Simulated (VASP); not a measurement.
A run of VASP 6.6.1 is set up as follows.

The input INCAR:

```
SYSTEM = Bi
PREC     = Accurate       ! precision mode
ENCUT    = 520            ! plane-wave cutoff, eV
EDIFF    = 1E-6           ! SCF threshold, eV
ISMEAR   = -1             ! smearing method
SIGMA    = 0.05           ! smearing width, eV
LREAL    = .FALSE.        ! projectors in reciprocal space
LASPH    = .TRUE.         ! aspherical terms in the spheres
NELM     = 100            ! most SCF steps
ALGO     = Normal         ! electronic algorithm
ISIF     = 2              ! what is computed and relaxed
LWAVE    = .FALSE.        ! write WAVECAR
LCHARG   = .FALSE.        ! write CHGCAR
GGA      = PE             ! functional
NBANDS   = 14             ! bands
```

File KPOINTS:

```
regular mesh
0
G
  14 14 14
  0 0 0
```

The input POSCAR:

```
Bi
1.0
    0.0000000000      2.3358097402      2.3358097402
    2.3358097402      0.0000000000      2.3358097402
    2.3358097402      2.3358097402      0.0000000000
Bi
1
Direct
    0.0000000000      0.0000000000      0.0000000000
```

Potentials or basis: VASP PAW PBE potentials, release 64 (Bi_d).

Run with:

```sh
$ cat potpaw_PBE.64/Bi_d/POTCAR > POTCAR
$ mpirun -np 1 vasp_std > vasp.out
```

Problem. Estimate the pressure.

Solution. 18.7 GPa.
